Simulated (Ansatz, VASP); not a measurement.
**KF: VASP beside Ansatz**

```xyz
2
Lattice="0.0000 2.6590 2.6590 2.6590 0.0000 2.6590 2.6590 2.6590 0.0000" Properties=species:S:1:pos:R:3 pbc="T T T"
K     0.0000    0.0000    0.0000
F     2.6590    2.6590    2.6590
```

Alike in both runs: task single point; functional r2SCAN; k mesh 6 × 6 × 6; occupations fermi-dirac, width 0.2 eV; no spin polarisation.

|  | VASP | Ansatz |
| --- | --- | --- |
| version | VASP 6.6.1 | Ansatz 0.2.0 |
| potentials or method | VASP PAW PBE potentials, release 64 (K_sv, F) | plane waves |
| plane-wave cutoff (eV) | 520 | 500 |
| valence electrons in the cell | 16 | 16 |

```tsv
	VASP	Ansatz	Ansatz less VASP
pressure (GPa)	0.0	0.0	+0.04
```

VASP's potentials were made for PBE, not for r2SCAN. The functional is the same, so the differences come from potentials, cutoffs and numerics.
